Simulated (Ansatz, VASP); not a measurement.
# One calculation of LiF, two programs

The input INCAR:

```
SYSTEM = LiF
PREC = Accurate ; ENCUT = 600
EDIFF = 1E-6 ; ISMEAR = 0
SIGMA = 0.02 ; LREAL = .FALSE.
LASPH = .TRUE. ; NELM = 60
ALGO = Normal ; ISIF = 3
LWAVE = .FALSE. ; LCHARG = .FALSE.
GGA = PE ; IBRION = 2
NSW = 100 ; EDIFFG = -0.01
```

KPOINTS

```
Automatic mesh
0
G
  10 10 10
  0 0 0
```

POSCAR

```
LiF
1.0
    2.5846470258      0.0000000000      0.0000000000
    0.0000000000      2.5846470258      0.0000000000
    0.0000000000      0.0000000000      2.5846470258
Li F
1 1
Direct
    0.0000000000      0.0000000000      0.0000000000
    0.5000000000      0.5000000000      0.5000000000
```

Input for Ansatz:

```yaml
crystal:
  lattice:
    - [2.5846470258, 0.0, 0.0]
    - [0.0, 2.5846470258, 0.0]
    - [0.0, 0.0, 2.5846470258]
  atoms:
    - { symbol: Li, position: [0.0, 0.0, 0.0] }
    - { symbol: F, position: [0.5, 0.5, 0.5] }
basis:
  ecutwfc: 420
kpoints:
  mp_grid: { grid: [10, 10, 10] }
hamiltonian:
  xc: pbe
scf:
  occupations: { method: gaussian, width: 0.02 }
output:
  forces: true
  stress: true
  eigenvalues: true
relax:
  adjacent_minimum: "off"
  f_tol: 0.01
  max_steps: 80
  cell: { stress_tol: 0.05 }
```

Alike in both runs: task relaxation of cell and atoms; functional PBE; k mesh 10 × 10 × 10; occupations gaussian, width 0.02 eV; no spin polarisation.

|  | VASP | Ansatz |
| --- | --- | --- |
| version | VASP 6.6.1 | Ansatz 0.2.0 |
| potentials or method | VASP PAW PBE potentials, release 64 (Li_sv, F), cutoff 600 eV | scalar-relativistic, plane waves, PAW |
| valence electrons in the cell | 10 | 10 |

|  | VASP | Ansatz | Ansatz less VASP |
| --- | --- | --- | --- |
| gap on the k mesh at the Fermi level, each at its own relaxed structure (eV) | 7.60 | 7.50 | -0.104 |
| relaxed volume (Å³/atom) | 8.29 | 8.39 | +0.098 |
| relaxed cell length with the largest relative difference (Å) | 2.550 | 2.560 | +0.0100 |

Noted on VASP's run: the cutoff is short for stress, so the pressure is rough.
